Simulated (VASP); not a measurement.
Here is a VASP 6.6.1 calculation.

The input INCAR:

```
SYSTEM = SiO2
ALGO     = Normal         ! electronic algorithm
EDIFF    = 1E-8           ! SCF threshold, eV
ENCUT    = 520            ! plane-wave cutoff, eV
GGA      = PE             ! functional
ISIF     = 2              ! what is computed and relaxed
ISMEAR   = 0              ! smearing method
LASPH    = .True.         ! aspherical terms in the spheres
LCHARG   = .False.        ! write CHGCAR
LEPSILON = .True.         ! dielectric tensor by DFPT
LREAL    = .False.        ! projectors in reciprocal space
LWAVE    = .False.        ! write WAVECAR
NELM     = 80             ! most SCF steps
PREC     = Accurate       ! precision mode
SIGMA    = 0.01           ! smearing width, eV
```

The input KPOINTS:

```
k-points
0
Gamma
  5 5 5
  0 0 0
```

POSCAR

```
SiO2
1.0
   -2.4772904627      2.4772904627      3.6556712422
    2.4772904627     -2.4772904627      3.6556712422
    2.4772904627      2.4772904627     -3.6556712422
Si O
2 4
Direct
    0.0000000000      0.0000000000      0.0000000000
    0.7500000000      0.2500000000      0.5000000000
    0.3750000000      0.2217861300      0.3467861300
    0.9717861300      0.6250000000      0.8467861300
    0.7782138700      0.1250000000      0.1532138700
    0.8750000000      0.0282138700      0.6532138700
```

Potentials or basis: VASP PAW PBE potentials, release 64 (Si, O).

Command:

```console
$ cat potpaw_PBE.64/Si/POTCAR potpaw_PBE.64/O/POTCAR > POTCAR
$ mpirun -np 1 vasp_std > vasp.out
```

Problem. Predict the electronic dielectric tensor (diagonal).

Solution. 2.21, 2.21, 2.22.

Problem. What does it give for the Born charges (mean of the diagonal)?

Solution. Si +3.30; O -1.65 e.

Problem. What does it give for the band gap on the k mesh?

Solution. 5.92 eV.

Electronic dielectric tensor:
```
2.21 0.00 0.00
0.00 2.21 0.00
0.00 0.00 2.22
```
